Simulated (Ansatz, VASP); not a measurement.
# One calculation of Au, two programs

```
Au
1.0
     2.80173    0.00000    0.00000
     0.00000    2.80173    0.00000
     0.00000    0.00000    2.80173
Au
1
Direct
  0.00000 0.00000 0.00000
```

Change from the starting cell: volume scaled by 1.06, crystal datasets.

Alike in both runs: task electric field gradients; functional PBE; k mesh 12 × 12 × 12; occupations fermi-dirac, width 0.08 eV; no spin polarisation.

|  | VASP | Ansatz |
| --- | --- | --- |
| version | VASP 6.6.1 | Ansatz 0.2.0 |
| potentials or method | VASP PAW PBE potentials, release 64 (Au), cutoff 520 eV | all-electron PAW with datasets made for the crystal, scalar-relativistic |

Ansatz gave:

```
pressure (GPa) : -5.2
```

**Question.** Estimate VASP's values.

**Answer.** Pressure (GPa): -5.3.

Ansatz ran all-electron here, and VASP with PAW potentials.

Spin-orbit coupling is off throughout.
